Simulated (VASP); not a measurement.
Input of a VASP 6.6.1 run:

INCAR

```
SYSTEM = InSb
  PREC = Accurate
  ENCUT = 520
  EDIFF = 1E-6
  ISMEAR = 0
  SIGMA = 0.15
  LREAL = .FALSE.
  LASPH = .TRUE.
  NELM = 80
  ALGO = Normal
  ISIF = 2
  LWAVE = .FALSE.
  LCHARG = .FALSE.
  NBANDS = 16
```

Contents of KPOINTS:

```
regular mesh
0
G
  12 12 12
  0 0 0
```

POSCAR

```
InSb
1.0
    0.0000000000      3.2391000000      3.1095360000
    3.2391000000      0.0000000000      3.1095360000
    3.2391000000      3.2391000000      0.0000000000
In Sb
1 1
Direct
    0.0000000000      0.0000000000      0.0000000000
    0.7500000000      0.7500000000      0.7500000000
```

Potentials or basis: VASP PAW LDA potentials, release 64 (In_d, Sb).

Run with:

```sh
$ cat potpaw_LDA.64/In_d/POTCAR potpaw_LDA.64/Sb/POTCAR > POTCAR
$ mpirun -np 1 vasp_std > vasp.out
```

Question: Predict the pressure.

Answer: 1.4 GPa.

Stress tensor (GPa, compression positive):
```
1.09 0.00 0.00
0.00 1.09 0.00
0.00 0.00 2.17
```

Caveat: the cell differs from its parent crystal (strain -0.0400 x Voigt [0, 0, 1, 0, 0, 0]).
